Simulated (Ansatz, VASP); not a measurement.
Hf: VASP beside Ansatz

The input INCAR:

```
PREC = Accurate ; ENCUT = 520
EDIFF = 1E-8 ; ISMEAR = -1
SIGMA = 0.05 ; LREAL = F
LASPH = T ; NELM = 60
ALGO = Normal ; ISIF = 2
LWAVE = F ; LCHARG = F
GGA = PE ; LEFG = T
NBANDS = 17
```

The input KPOINTS:

```
regular mesh
0
Gamma
  13 13 7
```

File POSCAR:

```
Hf
1.0
    3.1966985242      0.0000000000      0.0000000000
   -1.5983492621      2.7684221302      0.0000000000
    0.0000000000      0.0000000000      5.0072220000
Hf
2
Direct
    0.3333333333      0.6666666667      0.2500000000
    0.6666666667      0.3333333333      0.7500000000
```

Input for Ansatz:

```yaml
crystal:
  lattice:
    - [3.1966985242, 0.0, 0.0]
    - [-1.5983492621, 2.7684221302, 0.0]
    - [0.0, 0.0, 5.007222]
  atoms:
    - { symbol: Hf, position: [0.3333333333, 0.6666666667, 0.25] }
    - { symbol: Hf, position: [0.6666666667, 0.3333333333, 0.75] }
kpoints:
  mp_grid: { grid: [13, 13, 7] }
scf:
  occupations: { method: fermi_dirac, width: 0.05 }
hamiltonian:
  xc: pbe
  pseudopotentials: { kind: all_electron, datasets: crystal }
output:
  forces: true
  stress: true
  eigenvalues: true
  efg: { contact_densities: true }
```

Change from the starting cell: zz strain of -1 %, crystal datasets.

Alike in both runs: task electric field gradients; functional PBE; k mesh 13 × 13 × 7; occupations fermi-dirac, width 0.05 eV; no spin polarisation.

```csv
,VASP,Ansatz
version,VASP 6.6.1,Ansatz 0.2.0
potentials or method,"VASP PAW PBE potentials, release 64 (Hf_pv), cutoff 520 eV","all-electron PAW with datasets made for the crystal, scalar-relativistic"
```

```csv
,VASP,Ansatz,Ansatz less VASP
pressure (GPa),1.5,2.0,+0.46
"traceless stress, the component that is largest in VASP (GPa)",0.79,0.87,+0.077
size of Vzz on the site where it differs most (V/Å²),93.1,102.2,+9.17
```

Ansatz ran all-electron here, and VASP with PAW potentials.

Neither program's run includes spin-orbit coupling.
